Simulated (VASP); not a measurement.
# TiO2 (Pbca) in VASP: electric field gradients with r2SCAN

Aim: the electric field gradients of TiO2 with r2SCAN.

All numbers are computed with VASP 6.6.1; they aren't measurements. Logs are shortened: lines on timing, memory, paths and dates and some standing lists are left out, and cuts for length are marked.

## (1) The cell of the first run

Symmetry: Pbca, No. 61, orthorhombic system. The conventional cell has a = 5.138 Å, b = 9.174 Å, c = 5.449 Å, α = 90.00°, β = 90.00°, γ = 90.00°. Ti (site symmetry 1) has 6 O at 1.86 to 2.07 Å within 2.5 Å. Within 2.6 Å of O (site symmetry 1) lie 3 Ti at 1.86 to 2.01 Å and 2 O at 2.51 to 2.53 Å. Within 2.6 Å of O (site symmetry 1) lie 3 Ti at 1.91 to 2.07 Å and 1 O at 2.53 Å.

## (2) Electric field gradients, r2SCAN

File POSCAR:

```
TiO2
1.0
    5.1380000000      0.0000000000      0.0000000000
    0.0000000000      9.1740000000      0.0000000000
    0.0000000000      0.0000000000      5.4490000000
Ti O
8 16
Direct
    0.1389704905      0.1289709512      0.9051457931
    0.6389704905      0.3710290488      0.0948542069
    0.8610295095      0.6289709512      0.5948542069
    0.3610295095      0.8710290488      0.4051457931
    0.8610295095      0.8710290488      0.0948542069
    0.3610295095      0.6289709512      0.9051457931
    0.1389704905      0.3710290488      0.4051457931
    0.6389704905      0.1289709512      0.5948542069
    0.8153489216      0.0095502383      0.8506151269
    0.3153489216      0.4904497617      0.1493848731
    0.1846510784      0.5095502383      0.6493848731
    0.6846510784      0.9904497617      0.3506151269
    0.1846510784      0.9904497617      0.1493848731
    0.6846510784      0.5095502383      0.8506151269
    0.8153489216      0.4904497617      0.3506151269
    0.3153489216      0.0095502383      0.6493848731
    0.4641634698      0.2303347093      0.8906642921
    0.9641634698      0.2696652907      0.1093357079
    0.5358365302      0.7303347093      0.6093357079
    0.0358365302      0.7696652907      0.3906642921
    0.5358365302      0.7696652907      0.1093357079
    0.0358365302      0.7303347093      0.8906642921
    0.4641634698      0.2696652907      0.3906642921
    0.9641634698      0.2303347093      0.6093357079
```

File INCAR.step1:

```
SYSTEM = TiO2
ALGO = Normal
EDIFF = 1E-4
ENCUT = 520
GGA = PE
ISMEAR = -1
KPAR = 4
LASPH = .TRUE.
LCHARG = .FALSE.
LREAL = Auto
LWAVE = .TRUE.
NBANDS = 114
NELM = 100
PREC = Accurate
SIGMA = 0.02
```

File INCAR.step2:

```
SYSTEM = TiO2
ALGO = Normal
EDIFF = 1E-8
ENCUT = 520
ISIF = 2
ISMEAR = -1
ISTART = 1
KPAR = 4
LASPH = .TRUE.
LCHARG = .FALSE.
LEFG = .TRUE.
LMIXTAU = .TRUE.
LREAL = Auto
LWAVE = .FALSE.
METAGGA = R2SCAN
NBANDS = 114
NELM = 100
PREC = Accurate
SIGMA = 0.02
```

File KPOINTS:

```
k-points
0
G
  5 3 5
  0 0 0
```

Potentials or basis: VASP PAW PBE potentials, release 64 (Ti_sv, O).

Command:

```sh
$ cat potpaw_PBE.64/Ti_sv/POTCAR potpaw_PBE.64/O/POTCAR > POTCAR
$ cp INCAR.step1 INCAR
$ mpirun -np 4 vasp_std > vasp.out
$ cp INCAR.step2 INCAR
$ mpirun -np 4 vasp_std > vasp.out
```

OUTCAR:

```text
SYSTEM = TiO2
   EDIFF = 1E-8
   ENCUT = 520
   ISIF = 2
   ISMEAR = -1
   ISTART = 1
   LASPH = .TRUE.
   LREAL = Auto
   METAGGA = R2SCAN
   NELM = 100
   PREC = Accurate

 ion  position               nearest neighbor table
   1  0.139  0.129  0.905-  13 1.86  17 1.91  18 1.93  16 1.99   9 2.01  24 2.07
   2  0.639  0.371  0.095-  14 1.86  18 1.91  17 1.93  15 1.99  10 2.01  23 2.07
   3  0.861  0.629  0.595-  15 1.86  19 1.91  20 1.93  14 1.99  11 2.01  22 2.07
   4  0.361  0.871  0.405-  16 1.86  20 1.91  19 1.93  13 1.99  12 2.01  21 2.07
   5  0.861  0.871  0.095-   9 1.86  21 1.91  22 1.93  12 1.99  13 2.01  20 2.07
   6  0.361  0.629  0.905-  10 1.86  22 1.91  21 1.93  11 1.99  14 2.01  19 2.07
   7  0.139  0.371  0.405-  11 1.86  23 1.91  24 1.93  10 1.99  15 2.01  18 2.07
   8  0.639  0.129  0.595-  12 1.86  24 1.91  23 1.93   9 1.99  16 2.01  17 2.07
   9  0.815  0.010  0.851-   5 1.86   8 1.99   1 2.01
  10  0.315  0.490  0.149-   6 1.86   7 1.99   2 2.01
  11  0.185  0.510  0.649-   7 1.86   6 1.99   3 2.01
  12  0.685  0.990  0.351-   8 1.86   5 1.99   4 2.01
  13  0.185  0.990  0.149-   1 1.86   4 1.99   5 2.01
  14  0.685  0.510  0.851-   2 1.86   3 1.99   6 2.01
[... 8 lines left out ...]
  23  0.464  0.270  0.391-   7 1.91   8 1.93   2 2.07
  24  0.964  0.230  0.609-   8 1.91   7 1.93   1 2.07

  LATTYP: Found a simple orthorhombic cell.
 ALAT       =     5.1380000000
 B/A-ratio  =     1.0605293889
 C/A-ratio  =     1.7855196575

  Lattice vectors:

 A1 = (  -5.1380000000,   0.0000000000,   0.0000000000)
 A2 = (   0.0000000000,   0.0000000000,   5.4490000000)
 A3 = (   0.0000000000,   9.1740000000,   0.0000000000)

Analysis of symmetry for initial positions (statically):
=====================================================================
 Subroutine PRICEL returns:
 Original cell was already a primitive cell.

 Routine SETGRP: Setting up the symmetry group for a
 simple orthorhombic supercell.

 Subroutine GETGRP returns: Found  8 space group operations
 (whereof  2 operations were pure point group operations)
 out of a pool of  8 trial point group operations.

The static configuration has the point symmetry S_2 .
 The point group associated with its full space group is D_2h.

Analysis of symmetry for dynamics (positions and initial velocities):
=====================================================================
 Subroutine PRICEL returns:
 Original cell was already a primitive cell.

 Routine SETGRP: Setting up the symmetry group for a
 simple orthorhombic supercell.

 Subroutine GETGRP returns: Found  8 space group operations
 (whereof  2 operations were pure point group operations)
 out of a pool of  8 trial point group operations.

The dynamic configuration has the point symmetry S_2 .
 The point group associated with its full space group is D_2h.

 Subroutine INISYM returns: Found  8 space group operations
 (whereof  2 operations are pure point group operations),
 and found     1 'primitive' translations

----------------------------------------------------------------------------------------

                                     Primitive cell

  volume of cell :     256.8441

  direct lattice vectors                    reciprocal lattice vectors
     5.138000000  0.000000000  0.000000000     0.194628260  0.000000000  0.000000000
     0.000000000  9.174000000  0.000000000     0.000000000  0.109003706  0.000000000
     0.000000000  0.000000000  5.449000000     0.000000000  0.000000000  0.183519912

  length of vectors
     5.138000000  9.174000000  5.449000000     0.194628260  0.109003706  0.183519912

  position of ions in fractional coordinates (direct lattice)
     0.138970491  0.128970951  0.905145793
     0.638970491  0.371029049  0.094854207
     0.861029509  0.628970951  0.594854207
     0.361029509  0.871029049  0.405145793
     0.861029509  0.871029049  0.094854207
     0.361029509  0.628970951  0.905145793
[... 16 lines left out ...]
     0.464163470  0.269665291  0.390664292
     0.964163470  0.230334709  0.609335708

  ion indices of the primitive-cell ions
   primitive index   ion index
                 1           1
                 2           2
                 3           3
                 4           4
                 5           5
                 6           6
[... 16 lines left out ...]
                23          23
[... 56 lines left out ...]
 SYSTEM =  TiO2
   PREC   = accura    normal or accurate (medium, high low for compatibility)
   ISTART =      1    job   : 0-new  1-cont  2-samecut
   ICHARG =      0    charge: 1-file 2-atom 10-const
   ISPIN  =      1    spin polarized calculation?
   LNONCOLLINEAR =      F non collinear calculations
   LSORBIT =      F    spin-orbit coupling
   LASPH  =      T    aspherical Exc in radial PAW
   ENCUT  =  520.0 eV  38.22 Ry    6.18 a.u.   9.55 17.06 10.13*2*pi/ulx,y,z
   NELM   =    100;   NELMIN=  2; NELMDL=  0     # of ELM steps
   EDIFF  = 0.1E-07   stopping-criterion for ELM
   LREAL  =      T    real-space projection
   EDIFFG = 0.1E-06   stopping-criterion for IOM
   NSW    =      0    number of steps for IOM
   IBRION =     -1    ionic relax: 0-MD 1-quasi-New 2-CG
   NFREE  =      0    steps in history (QN), initial steepest desc. (CG)
   ISIF   =      2    stress and relaxation
   ISYM   =      2    0-nonsym 1-usesym 2-fastsym
   POTIM  = 0.5000    time-step for ionic-motion
   TEBEG  =    0.0;   TEEND  =   0.0 temperature during run
   PSTRESS=    0.0 pullay stress
   NELECT =     192.0000    total number of electrons
   NUPDOWN=      -1.0000    fix difference up-down
   EMIN   =  10.00;   EMAX   =-10.00  energy-range for DOS
   EFERMI =   0.00;   METHOD = LEGACY
   ISMEAR =    -1;   SIGMA  =   0.02  broadening in eV -4-tet -1-fermi 0-gaus
   EFERMI_NEDOS =   21; number of points for ismear=-14 and -15
   IALGO  =     38    algorithm
   IMIX   =      4    mixing-type and parameters
     AMIX     =   0.40;   BMIX     =  1.00
     AMIX_MAG =   1.60;   BMIX_MAG =  1.00
  volume/ion in A,a.u.               =      10.70        72.22
  Fermi-wavevector in a.u.,A,eV,Ry     =   1.485772  2.807701 30.035092  2.207517
  Thomas-Fermi vector in A             =   2.599141
   LORBIT       =      0    0 simple, 1 ext, 2 COOP (PROOUT), +10 PAW based schemes
   METAGGA = R2SCAN    functional components
   LHFCALC =     F    Hartree Fock is set to
   AEXX    =    0.0000 exact exchange contribution
   IVDW    =     0    specifies the selected vdW correction
   LEPSILON=     F    determine dielectric tensor
   LRPA    =     F    only Hartree local field effects (RPA)
 non-spin polarized calculation
  energy-cutoff  :      520.00
  volume of cell :      256.84
 maximum number of plane-waves:      6952
 NGX is ok and might be reduce to    40
   NGX = 19   NGY = 35   NGZ = 21

 number of electron     191.9999994 magnetization

 Free energy of the ion-electron system (eV)
  ---------------------------------------------------
  ext. energy  EPLUGINS =         0.00000000
  ---------------------------------------------------
  free energy    TOTEN  =      -279.32624883 eV

  energy without entropy =     -279.32624883  energy(sigma->0) =     -279.32624883

 E-fermi :   4.2954     XC(G=0): -11.9308

 val. band max:        3.8066775569   @ k =   0.0000   0.0000   0.0000
 cond. band min:       6.5540618393   @ k =   0.0000   0.0000   0.0000
 fundamental gap:      2.7473842824
 Fermi energy:         4.2954400429

 k-point     1 :       0.0000    0.0000    0.0000
  band No.  band energies     occupation
      1     -54.8517      2.00000
      2     -54.8414      2.00000
      3     -54.8276      2.00000
      4     -54.8188      2.00000
      5     -54.8184      2.00000
      6     -54.8174      2.00000
[... 1987 lines left out ...]
    107       7.6144      0.00000
    108       7.6304      0.00000
 [bands above 108 left out]

------------------------ aborting loop because EDIFF is reached ----------------------------------------

  FORCE on cell =-STRESS in cart. coord.  units (eV):
  Direction    XX          YY          ZZ          XY          YZ          ZX
  --------------------------------------------------------------------------------------
  -------------------------------------------------------------------------------------
  Total        1.5762478      2.4516114      2.4400338      0.0000000      0.0000000      0.0000000
  in kB        9.8325337     15.2929956     15.2207754      0.0000000      0.0000000      0.0000000
  external PRESSURE =      13.4487682 kB  Pullay stress =       0.0000000 kB

 VOLUME and BASIS-vectors are now :
 -----------------------------------------------------------------------------
  energy-cutoff  :      520.00
  volume of cell :      256.84
      direct lattice vectors                 reciprocal lattice vectors
     5.138000000  0.000000000  0.000000000     0.194628260  0.000000000  0.000000000
     0.000000000  9.174000000  0.000000000     0.000000000  0.109003706  0.000000000
     0.000000000  0.000000000  5.449000000     0.000000000  0.000000000  0.183519912

 POSITION                                       TOTAL-FORCE (eV/Angst)
 -----------------------------------------------------------------------------------
      0.71403      1.18318      4.93214        -0.027234     -0.011098     -0.099596
      3.28303      3.40382      0.51686        -0.027234      0.011098      0.099596
      4.42397      5.77018      3.24136         0.027234     -0.011098      0.099596
      1.85497      7.99082      2.20764         0.027234      0.011098     -0.099596
      4.42397      7.99082      0.51686         0.027234      0.011098      0.099596
      1.85497      5.77018      4.93214         0.027234     -0.011098     -0.099596
[... 16 lines left out ...]
      2.38487      2.47391      2.12873         0.015380      0.021312     -0.053521
      4.95387      2.11309      3.32027         0.015380     -0.021312      0.053521
 -----------------------------------------------------------------------------------
    total drift:                                0.000000     -0.000000      0.000000

  FREE ENERGIE OF THE ION-ELECTRON SYSTEM (eV)
  ---------------------------------------------------
  free  energy   TOTEN  =      -279.3262488291 eV

  energy  without entropy=     -279.3262488291  energy(sigma->0) =     -279.32624883

 Electric field gradients (V/A^2)
---------------------------------------------------------------------
 ion       V_xx      V_yy      V_zz      V_xy      V_xz      V_yz
---------------------------------------------------------------------
   1       0.615    -8.302     7.687    -3.764    13.246     8.522
   2       0.615    -8.302     7.687     3.764   -13.246     8.522
   3       0.615    -8.302     7.687     3.764    13.246    -8.522
   4       0.615    -8.302     7.687    -3.764   -13.246    -8.522
   5       0.615    -8.302     7.687    -3.764    13.246     8.522
   6       0.615    -8.302     7.687     3.764   -13.246     8.522
[... 16 lines left out ...]
  23       3.720    -6.523     2.803    -5.729     1.578   -21.540
  24       3.720    -6.523     2.803     5.729    -1.578   -21.540
---------------------------------------------------------------------

 Electric field gradients after diagonalization (V/A^2)
 (convention: |V_zz| > |V_xx| > |V_yy|)
----------------------------------------------------------------------
 ion       V_xx      V_yy      V_zz     asymmetry (V_yy - V_xx)/ V_zz
----------------------------------------------------------------------
   1     -17.396    -1.275    18.671       0.863
   2     -17.396    -1.275    18.671       0.863
   3     -17.396    -1.275    18.671       0.863
   4     -17.396    -1.275    18.671       0.863
   5     -17.396    -1.275    18.671       0.863
   6     -17.396    -1.275    18.671       0.863
[... 16 lines left out ...]
  23      21.508     2.828   -24.336       0.768
  24      21.508     2.828   -24.336       0.768
----------------------------------------------------------------------

           NMR quadrupolar parameters

 Cq : quadrupolar parameter    Cq=e*Q*V_zz/h
 eta: asymmetry parameters     (V_yy - V_xx)/ V_zz
 Q  : nuclear electric quadrupole moment in mb (millibarn)
----------------------------------------------------------------------
 ion       Cq(MHz)       eta       Q (mb)
----------------------------------------------------------------------
   1       0.045       0.863       1.000
   2       0.045       0.863       1.000
   3       0.045       0.863       1.000
   4       0.045       0.863       1.000
   5       0.045       0.863       1.000
   6       0.045       0.863       1.000
[... 16 lines left out ...]
  23      -0.059       0.768       1.000
  24      -0.059       0.768       1.000
----------------------------------------------------------------------
```

Wall time 16 min (4 MPI ranks of Intel Xeon Platinum 8375C at 2.90GHz (Ice Lake), shared host); peak memory 0.58 GiB.

Results:

- Free energy: -279.3262 eV
- Pressure: 1.3 GPa
- Largest force: 0.105 eV/Å
- Band gap on the k mesh: 2.75 eV
- Largest electric field gradient by atom: Ti +18.7; O -19.9, -24.3 (each value once) V/Å²

Forces in eV/Å, atoms in the order of the input:
```
Ti  -0.027 -0.011 -0.100
Ti  -0.027  0.011  0.100
Ti   0.027 -0.011  0.100
Ti   0.027  0.011 -0.100
Ti   0.027  0.011  0.100
Ti   0.027 -0.011 -0.100
Ti  -0.027  0.011 -0.100
Ti  -0.027 -0.011  0.100
O    0.060  0.084 -0.020
O    0.060 -0.084  0.020
O   -0.060  0.084  0.020
O   -0.060 -0.084 -0.020
O   -0.060 -0.084  0.020
O   -0.060  0.084 -0.020
O    0.060 -0.084 -0.020
O    0.060  0.084  0.020
O    0.015 -0.021 -0.054
O    0.015  0.021  0.054
O   -0.015 -0.021  0.054
O   -0.015  0.021 -0.054
O   -0.015  0.021  0.054
O   -0.015 -0.021 -0.054
O    0.015  0.021 -0.054
O    0.015 -0.021  0.054
```

Levels at points of the mesh, in eV from the valence-band top:
| k point | band 92 | band 93 | band 94 | band 95 | band 96 | band 97 | band 98 | band 99 | band 100 | band 101 |
| --- | --- | --- | --- | --- | --- | --- | --- | --- | --- | --- |
| (0.00, 0.00, 0.00) | -0.59 | -0.50 | -0.21 | -0.17 | 0.00 | 2.75 | 3.13 | 3.29 | 3.30 | 3.34 |

Electric field gradients, principal values (V/Å²):
```csv
atom,least,middle,greatest (by size)
1 Ti,-1.275,-17.396,18.671
2 Ti,-1.275,-17.396,18.671
3 Ti,-1.275,-17.396,18.671
4 Ti,-1.275,-17.396,18.671
5 Ti,-1.275,-17.396,18.671
6 Ti,-1.275,-17.396,18.671
7 Ti,-1.275,-17.396,18.671
8 Ti,-1.275,-17.396,18.671
9 O,0.205,19.681,-19.886
10 O,0.205,19.681,-19.886
11 O,0.205,19.681,-19.886
12 O,0.205,19.681,-19.886
13 O,0.205,19.681,-19.886
14 O,0.205,19.681,-19.886
15 O,0.205,19.681,-19.886
16 O,0.205,19.681,-19.886
17 O,2.828,21.508,-24.336
18 O,2.828,21.508,-24.336
19 O,2.828,21.508,-24.336
20 O,2.828,21.508,-24.336
21 O,2.828,21.508,-24.336
22 O,2.828,21.508,-24.336
23 O,2.828,21.508,-24.336
24 O,2.828,21.508,-24.336
```

Caveat: without QUAD_EFG the Cq values of the log hold for a quadrupole moment of 1 mb, not for the nuclei; the PAW data sets were made with another functional, which shifts forces and pressure a little. A k mesh can miss the band edges.
